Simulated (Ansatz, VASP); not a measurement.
One calculation of KTaO3, two programs

```
CELL_PARAMETERS angstrom
4.16496 0.00000 0.00000
0.00000 4.16496 0.00000
0.00000 0.00000 4.16496
ATOMIC_POSITIONS crystal
K 0.50000 0.50000 0.50000
Ta 0.00000 0.00000 0.00000
O 0.00000 0.50000 0.00000
O 0.00000 0.00000 0.50000
O 0.50000 0.00000 0.00000
```

Change from the starting cell: equal strain along all axes, cell held, atoms relaxed: +4.5 %.

Alike in both runs: task single point; functional PBEsol; k mesh 8 × 8 × 8; occupations gaussian, width 0.02 eV; no spin polarisation.

```csv
,VASP,Ansatz
version,VASP 6.6.1,Ansatz 0.2.0
potentials or method,"VASP PAW PBE potentials, release 64 (K_sv, Ta_pv, O), cutoff 520 eV","scalar-relativistic, plane waves, PAW"
valence electrons in the cell,38,40
```

Ansatz gave:

* gap on the k mesh at the Fermi level (eV): 1.84
* least direct gap on the mesh (eV): 2.48
* pressure (GPa): -19.9

Task: What did VASP give for the same quantities?

Result: gap on the k mesh at the Fermi level (eV): 1.80; least direct gap on the mesh (eV): 2.45; pressure (GPa): -19.6.

VASP's potentials were made for PBE, not for PBEsol. VASP's potentials hold 38 valence electrons a cell and Ansatz's 40, so a difference there can come from the potentials and not from the codes.

Spin-orbit coupling is off throughout.
